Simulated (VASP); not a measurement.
Set up this calculation in VASP 6.6.1, as the native input.

| Property | Result |
| --- | --- |
| Task | single point |
| Functional | r2SCAN |
| Potentials or basis | VASP PAW PBE potentials, release 64 (Ge_d) |
| Cutoff | 520 eV |
| k mesh | 6 × 6 × 6 |
| Occupations | gaussian, width 0.1 eV |
| Spin | no spin polarisation |
| Dipole correction | no |
| Further INCAR settings | ALGO = Normal; EDIFF = 1e-06; NBANDS = 28 |

Ge:

```xyz
3
Lattice="1.6817 0.9709 8.1276 -1.6817 0.9709 8.1276 0.0000 -1.9419 8.1276" Properties=species:S:1:pos:R:3 pbc="T T T"
Ge    0.0000    0.0000    0.0000
Ge    0.0000    0.0000    5.4184
Ge    0.0000    0.0000   18.9646
```

The input as run:

POSCAR

```
Ge
1.0
    1.6817192674      0.9709410717      8.1276436956
   -1.6817192674      0.9709410717      8.1276436956
    0.0000000000     -1.9418821435      8.1276436956
Ge
3
Direct
    0.0000000000      0.0000000000      0.0000000000
    0.2222200000      0.2222200000      0.2222200000
    0.7777800000      0.7777800000      0.7777800000
```

INCAR.step1

```
SYSTEM = Ge
  PREC = Accurate
  ENCUT = 520
  ISMEAR = 0
  SIGMA = 0.1
  LREAL = .FALSE.
  LASPH = .TRUE.
  NELM = 100
  NBANDS = 28
  GGA = PE
  ALGO = Normal
  EDIFF = 1E-4
  LWAVE = .TRUE.
  LCHARG = .FALSE.
```

INCAR.step2

```
SYSTEM = Ge
  PREC = Accurate
  ENCUT = 520
  EDIFF = 1E-6
  ISMEAR = 0
  SIGMA = 0.1
  LREAL = .FALSE.
  LASPH = .TRUE.
  NELM = 100
  ALGO = Normal
  ISIF = 2
  LWAVE = .FALSE.
  LCHARG = .FALSE.
  METAGGA = R2SCAN
  LMIXTAU = .TRUE.
  NBANDS = 28
  ISTART = 1
```

KPOINTS

```
regular mesh
0
G
  6 6 6
  0 0 0
```

Potentials or basis: VASP PAW PBE potentials, release 64 (Ge_d).

The run is started by

```bash
$ cat potpaw_PBE.64/Ge_d/POTCAR > POTCAR
$ cp INCAR.step1 INCAR
$ mpirun -np 1 vasp_std > vasp.out
$ cp INCAR.step2 INCAR
$ mpirun -np 1 vasp_std > vasp.out
```

It gave:

- Pressure: -10.8 GPa
- Largest force: 0.285 eV/Å
- Band gap on the k mesh: zero (bands 21 and 22 overlap by 6.73 eV)

Caveat: the k points lie up to 0.36 Å⁻¹ apart, too coarse for converged energies and pressures of a metal; the PAW data sets were made with another functional, which shifts forces and pressure a little.

It took 41 min on 1 thread of Intel Xeon 8259CL (shared host), peak memory 0.63 GiB.
